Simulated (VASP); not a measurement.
Runs of VASP 6.6.1 on TiTe2. The structure is that of space group P-3m1 (No. 164), or close to it. The cells are those of the table. 

| task | cell | k mesh | cutoff (eV) | gap on the mesh (eV) | pressure (GPa) | largest force (eV/Å) |
| --- | --- | --- | --- | --- | --- | --- |
| single point | a = 3.707, b = 3.772, c = 6.443 Å, angles 90.0, 91.1, 120.6°, 3 atoms | 15 × 15 × 8 | 520 | none | 3.0 | 0.47 |
| single point | a = 3.777, b = 3.777, c = 6.498 Å, angles 90.0, 90.0, 120.0°, 3 atoms | 6 × 6 × 4 | 520 | none | (b) | 0.03 |
| single point | a = 3.769, b = 3.769, c = 6.898 Å, angles 90.0, 90.0, 120.0°, 3 atoms | 12 × 12 × 8 | 520 | none | (a) | 0.01 |
| single point | a = 3.711, b = 3.711, c = 6.970 Å, angles 90.0, 90.0, 120.0°, 3 atoms | 15 × 15 × 8 | 520 | none | (c) | 0.04 |
| relaxation of shape and atoms at fixed volume | relaxed from a = 3.806, b = 3.806, c = 6.966 Å, angles 90.0, 90.0, 120.0°, 3 atoms | 12 × 12 × 8 | 600 | none | -0.2 | - |

Alike in all rows: level PBE; potentials or basis VASP PAW PBE potentials, release 64 (Ti_sv, Te); no spin polarisation; smearing gaussian 0.1 eV.

Task: Fill in the values left out.

Result: (a) 0.0; (b) 0.7; (c) 1.0.

Caveats: spin-orbit coupling is left out, which moves the levels of the heavy elements; this functional lacks dispersion, which binds the layers, so the pressure and a relaxed spacing across them are unreliable.

A k mesh can miss the band edges, and the runs leave out spin-orbit coupling on Te.

A gap of «none» marks levels without a gap at the run's occupations.
